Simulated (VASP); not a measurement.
# Bi (Fd-3m) in VASP: a series of runs

The runs below take Bi through single point, with LDA.

All numbers are computed with VASP 6.6.1; they aren't measurements. Logs are shortened: lines on timing, memory, paths and dates and some standing lists are left out, and cuts for length are marked.

### Step 1. The cell of the first run

Symmetry: Fd-3m, No. 227, cubic system. The conventional cell has a = 7.109 Å, b = 7.109 Å, c = 7.109 Å, α = 90.00°, β = 90.00°, γ = 90.00°. Bi (site symmetry -43m) has 4 Bi at 3.08 Å within 4.1 Å.

This isn't the form of Bi at room conditions, which is rhombohedral.

### Step 2. Single point, LDA

INCAR reads:

```
SYSTEM = Bi
PREC = Accurate
ENCUT = 520
EDIFF = 1E-7
ISMEAR = -1
SIGMA = 0.1
LREAL = .FALSE.
LASPH = .TRUE.
NELM = 80
ALGO = Normal
ISIF = 2
LWAVE = .FALSE.
LCHARG = .TRUE.
GGA = CA
LELF = .TRUE.
LVHAR = .TRUE.
NBANDS = 22
```

KPOINTS reads:

```
Automatic mesh
0
G
  13 13 13
  0 0 0
```

POSCAR reads:

```
Bi
1.0
    0.0000000000      3.5544524149      3.5544524149
    3.5544524149      0.0000000000      3.5544524149
    3.5544524149      3.5544524149      0.0000000000
Bi
2
Direct
    0.1250000000      0.1250000000      0.1250000000
    0.8750000000      0.8750000000      0.8750000000
```

Potentials or basis: VASP PAW LDA potentials, release 64 (Bi_d).

Started as:

```bash
> cat potpaw_LDA.64/Bi_d/POTCAR > POTCAR
> mpirun -np 1 vasp_std > vasp.out
```

OUTCAR:

```text
SYSTEM = Bi
   PREC = Accurate
   ENCUT = 520
   EDIFF = 1E-7
   ISMEAR = -1
   LREAL = .FALSE.
   LASPH = .TRUE.
   NELM = 80
   ISIF = 2
   GGA = CA

 ion  position               nearest neighbor table
   1  0.125  0.125  0.125-   2 3.08   2 3.08   2 3.08   2 3.08
   2  0.875  0.875  0.875-   1 3.08   1 3.08   1 3.08   1 3.08

  LATTYP: Found a face centered cubic cell.
 ALAT       =     7.1089048298

  Lattice vectors:

 A1 = (   0.0000000000,   3.5544524149,   3.5544524149)
 A2 = (   3.5544524149,   0.0000000000,   3.5544524149)
 A3 = (   3.5544524149,   3.5544524149,   0.0000000000)

Analysis of symmetry for initial positions (statically):
=====================================================================
 Subroutine PRICEL returns:
 Original cell was already a primitive cell.

 Routine SETGRP: Setting up the symmetry group for a
 face centered cubic supercell.

 Subroutine GETGRP returns: Found 48 space group operations
 (whereof 12 operations were pure point group operations)
 out of a pool of 48 trial point group operations.

The static configuration has the point symmetry D_3d.
 The point group associated with its full space group is O_h .

Analysis of symmetry for dynamics (positions and initial velocities):
=====================================================================
 Subroutine PRICEL returns:
 Original cell was already a primitive cell.

 Routine SETGRP: Setting up the symmetry group for a
 face centered cubic supercell.

 Subroutine GETGRP returns: Found 48 space group operations
 (whereof 12 operations were pure point group operations)
 out of a pool of 48 trial point group operations.

The dynamic configuration has the point symmetry D_3d.
 The point group associated with its full space group is O_h .

 Subroutine INISYM returns: Found 48 space group operations
 (whereof 12 operations are pure point group operations),
 and found     1 'primitive' translations

----------------------------------------------------------------------------------------

                                     Primitive cell

  volume of cell :      89.8148

  direct lattice vectors                    reciprocal lattice vectors
     0.000000000  3.554452415  3.554452415    -0.140668644  0.140668644  0.140668644
     3.554452415  0.000000000  3.554452415     0.140668644 -0.140668644  0.140668644
     3.554452415  3.554452415  0.000000000     0.140668644  0.140668644 -0.140668644
[... 80 lines left out ...]
   LSORBIT =      F    spin-orbit coupling
   LASPH  =      T    aspherical Exc in radial PAW
   ENCUT  =  520.0 eV  38.22 Ry    6.18 a.u.   9.35  9.35  9.35*2*pi/ulx,y,z
   NELM   =     80;   NELMIN=  2; NELMDL= -5     # of ELM steps
   EDIFF  = 0.1E-06   stopping-criterion for ELM
   LREAL  =      F    real-space projection
   EDIFFG = 0.1E-05   stopping-criterion for IOM
   NSW    =      0    number of steps for IOM
   IBRION =     -1    ionic relax: 0-MD 1-quasi-New 2-CG
   NFREE  =      0    steps in history (QN), initial steepest desc. (CG)
   ISIF   =      2    stress and relaxation
   ISYM   =      2    0-nonsym 1-usesym 2-fastsym
   POTIM  = 0.5000    time-step for ionic-motion
   TEBEG  =    0.0;   TEEND  =   0.0 temperature during run
   PSTRESS=    0.0 pullay stress
   NELECT =      30.0000    total number of electrons
   NUPDOWN=      -1.0000    fix difference up-down
   EMIN   =  10.00;   EMAX   =-10.00  energy-range for DOS
   EFERMI =   0.00;   METHOD = LEGACY
   ISMEAR =    -1;   SIGMA  =   0.10  broadening in eV -4-tet -1-fermi 0-gaus
   EFERMI_NEDOS =   21; number of points for ismear=-14 and -15
   IALGO  =     38    algorithm
   IMIX   =      4    mixing-type and parameters
     AMIX     =   0.40;   BMIX     =  1.00
     AMIX_MAG =   1.60;   BMIX_MAG =  1.00
  volume/ion in A,a.u.               =      44.91       303.05
  Fermi-wavevector in a.u.,A,eV,Ry     =   1.135880  2.146502 17.554562  1.290224
  Thomas-Fermi vector in A             =   2.272585
   LORBIT       =      0    0 simple, 1 ext, 2 COOP (PROOUT), +10 PAW based schemes
   GGA     = CA    functional components
   LHFCALC =     F    Hartree Fock is set to
   AEXX    =    0.0000 exact exchange contribution
   IVDW    =     0    specifies the selected vdW correction
   LEPSILON=     F    determine dielectric tensor
   LRPA    =     F    only Hartree local field effects (RPA)
 non-spin polarized calculation
  energy-cutoff  :      520.00
  volume of cell :       89.81
 maximum number of plane-waves:      2438
 NGX is ok and might be reduce to    40
   NGX = 19   NGY = 19   NGZ = 19

 number of electron      30.0000009 magnetization

 Free energy of the ion-electron system (eV)
  ---------------------------------------------------
  ext. energy  EPLUGINS =         0.00000000
  ---------------------------------------------------
  free energy    TOTEN  =        -8.55310372 eV

  energy without entropy =       -8.52149375  energy(sigma->0) =       -8.53729873

 E-fermi :   3.8707     XC(G=0):  -8.5119

 val. band max:        3.8448635577   @ k =   0.3846   0.3077   0.0769
 cond. band min:       3.8894704546   @ k =  -0.3077   0.3846   0.1538
 fundamental gap:      0.0446068970
 Fermi energy:         3.8706776535

 k-point     1 :       0.0000    0.0000    0.0000
  band No.  band energies     occupation
      1     -18.9212      2.00000
      2     -18.9212      2.00000
      3     -18.9212      2.00000
      4     -18.8695      2.00000
      5     -18.8695      2.00000
      6     -18.6670      2.00000
[... 589 lines left out ...]
     21      11.0820      0.00000
     22      11.3089      0.00000

 [... further k-points ...]

------------------------ aborting loop because EDIFF is reached ----------------------------------------

  FORCE on cell =-STRESS in cart. coord.  units (eV):
  Direction    XX          YY          ZZ          XY          YZ          ZX
  --------------------------------------------------------------------------------------
  -------------------------------------------------------------------------------------
  Total       -0.0536335     -0.0536335     -0.0536335      0.0000000      0.0000000      0.0000000
  in kB       -0.9567508     -0.9567508     -0.9567508      0.0000000      0.0000000      0.0000000
  external PRESSURE =      -0.9567508 kB  Pullay stress =       0.0000000 kB

 VOLUME and BASIS-vectors are now :
 -----------------------------------------------------------------------------
  energy-cutoff  :      520.00
  volume of cell :       89.81
      direct lattice vectors                 reciprocal lattice vectors
     0.000000000  3.554452415  3.554452415    -0.140668644  0.140668644  0.140668644
     3.554452415  0.000000000  3.554452415     0.140668644 -0.140668644  0.140668644
     3.554452415  3.554452415  0.000000000     0.140668644  0.140668644 -0.140668644

 POSITION                                       TOTAL-FORCE (eV/Angst)
 -----------------------------------------------------------------------------------
      0.88861      0.88861      0.88861         0.000000      0.000000      0.000000
      6.22029      6.22029      6.22029        -0.000000     -0.000000     -0.000000
 -----------------------------------------------------------------------------------
    total drift:                                0.000000      0.000000     -0.000000

  FREE ENERGIE OF THE ION-ELECTRON SYSTEM (eV)
  ---------------------------------------------------
  free  energy   TOTEN  =        -8.5531037158 eV

  energy  without entropy=       -8.5214937483  energy(sigma->0) =       -8.53729873
```

OSZICAR:

```text
N       E                     dE             d eps       ncg     rms          rms(c)
DAV:   1     0.299846034350E+03    0.29985E+03   -0.15868E+04  3702   0.151E+03
DAV:   2     0.173059336600E+02   -0.28254E+03   -0.27546E+03  3804   0.410E+02
DAV:   3    -0.767666930294E+01   -0.24983E+02   -0.24716E+02  4534   0.141E+02
DAV:   4    -0.855533873268E+01   -0.87867E+00   -0.87800E+00  4396   0.294E+01
DAV:   5    -0.859494493318E+01   -0.39606E-01   -0.39605E-01  5258   0.553E+00    0.116E+00
DAV:   6    -0.856701064218E+01    0.27934E-01   -0.21035E-02  4666   0.124E+00    0.666E-01
DAV:   7    -0.855294956475E+01    0.14061E-01   -0.21213E-02  3942   0.113E+00    0.992E-02
DAV:   8    -0.855309122147E+01   -0.14166E-03   -0.14654E-03  4512   0.340E-01    0.299E-02
DAV:   9    -0.855310391707E+01   -0.12696E-04   -0.62047E-05  4580   0.529E-02    0.104E-02
DAV:  10    -0.855310334475E+01    0.57232E-06   -0.77979E-06  4884   0.232E-02    0.280E-03
DAV:  11    -0.855310373835E+01   -0.39360E-06   -0.49438E-07  3246   0.466E-03    0.165E-03
DAV:  12    -0.855310371581E+01    0.22547E-07   -0.57009E-08  2618   0.186E-03
   1 F= -.85531037E+01 E0= -.85372987E+01  d E =-.316100E-01
```

stdout:

```text
POSCAR found type information on POSCAR Bi
 POSCAR found :  1 types and       2 ions
 scaLAPACK will be used
 LDA part: xc-table for (Slater(with rela. corr.)+CA(PZ))
 , standard interpolation
 POSCAR, INCAR and KPOINTS ok, starting setup
 FFT: planning ... GRIDC
 FFT: planning ... GRID_SOFT
 FFT: planning ... GRID
 WAVECAR not read
 entering main loop
```

Run time: 6.2 min. Hardware: 1 thread of Intel Xeon 8259CL, shared host; peak memory 0.24 GiB.

Results:

* Free energy: -8.5531 eV
* Pressure: -0.1 GPa
* Band gap on the k mesh: zero (bands 15 and 16 overlap by 0.84 eV)

Levels at points of the mesh, in eV from the Fermi level:
| k point | band 13 | band 14 | band 15 | band 16 | band 17 | band 18 |
| --- | --- | --- | --- | --- | --- | --- |
| (0.00, 0.00, 0.00) | -1.33 | -1.33 | -1.33 | 0.90 | 0.90 | 0.90 |

Caveat: spin-orbit coupling is left out, which moves the levels of the heavy elements.

### Step 3. Single point, LDA, non-collinear spin, zero start, spin-orbit coupling

INCAR reads:

```
SYSTEM = Bi
  PREC = Accurate
  ENCUT = 520
  EDIFF = 1E-7
  ISMEAR = -1
  SIGMA = 0.1
  LREAL = .FALSE.
  LASPH = .TRUE.
  NELM = 150
  ALGO = Normal
  ISIF = 2
  LWAVE = .FALSE.
  LCHARG = .FALSE.
  LNONCOLLINEAR = .TRUE.
  MAGMOM = 0 0 0 0 0 0
  LORBIT = 11
  LSORBIT = .TRUE.
  GGA_COMPAT = .FALSE.
  LORBMOM = .TRUE.
  GGA = CA
  NBANDS = 42
```

KPOINTS reads:

```
regular mesh
0
G
  8 8 8
  0 0 0
```

POSCAR is that of step 2.

Potentials or basis: VASP PAW LDA potentials, release 64 (Bi_d).

Started as:

```bash
> cat potpaw_LDA.64/Bi_d/POTCAR > POTCAR
> mpirun -np 1 vasp_ncl > vasp.out
```

Run time: 11 min. Hardware: 1 thread of Intel Xeon 8259CL, shared host; peak memory 0.42 GiB.

Results (log left out):

```
Free energy                                           : -10.3077 eV
Pressure                                              : 0.7 GPa
Net moment                                            : 0.00 μB per cell
Valence electrons inside the program's atomic spheres : Bi 12.83
```

Moments on the atoms (μB; x, y, z):
```
Bi  0.00 0.00 0.00
Bi  0.00 0.00 0.00
```

The gap in the log of VASP goes by the Fermi energy; the results here count the filled bands.